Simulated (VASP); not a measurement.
# HfN: single point with PBEsol

The system is HfN.

```
Hf N
1.0
     0.00000    2.25900    2.37195
     2.25900    0.00000    2.37195
     2.25900    2.25900    0.00000
Hf N
1 1
Direct
  0.00000 0.00000 0.00000
  0.50000 0.50000 0.50000
```

This cell differs from its parent crystal: strain +0.000 along x and y, +0.050 along z.

```yaml
Program: VASP 6.6.1
Task: single point
Functional: PBEsol
Potentials_or_basis: VASP PAW PBE potentials, release 64 (Hf_pv, N)
Cutoff: 520 eV
k_mesh: 18 × 18 × 18
Occupations: gaussian, width 0.15 eV
Spin: no spin polarisation
Dipole_correction: no
Further_INCAR_settings: ALGO = Normal; EDIFF = 1e-06; NBANDS = 14
```

```
Pressure : -15.7 GPa
```

Stress tensor (GPa, compression positive):
```
 -9.99   0.00   0.00
  0.00  -9.99   0.00
  0.00   0.00 -27.00
```

Levels at points of the mesh, in eV from the Fermi level:
```
           k point  band 4  band 5  band 6  band 7  band 8  band 9  band 10  band 11  band 12  band 13
(0.00, 0.00, 0.00)  -17.16   -3.05   -2.87   -2.87   -0.69   -0.16    -0.16     0.60     2.17     2.28
(0.50, 0.00, 0.00)  -14.63   -8.63   -5.98   -5.94    3.07    3.34     3.67     4.12     7.59     8.87
(0.50, 0.50, 0.00)  -16.11   -5.68   -3.55   -3.49   -3.49    3.84     5.09     5.14     5.14     7.06
(0.50, 0.00, 0.50)  -16.06   -5.23   -3.78   -3.66   -3.61    3.57     4.81     5.32     5.52     7.55
```

Wall time 74 s on 1 thread of AMD EPYC 9R14 (Zen 4) (shared host), peak memory 0.25 GiB.

Caveat: the cell differs from its parent crystal (strain +0.000 along x and y, +0.050 along z); the PAW data sets were made with another functional, which shifts forces and pressure a little; spin-orbit coupling is left out, which moves the levels of the heavy elements.
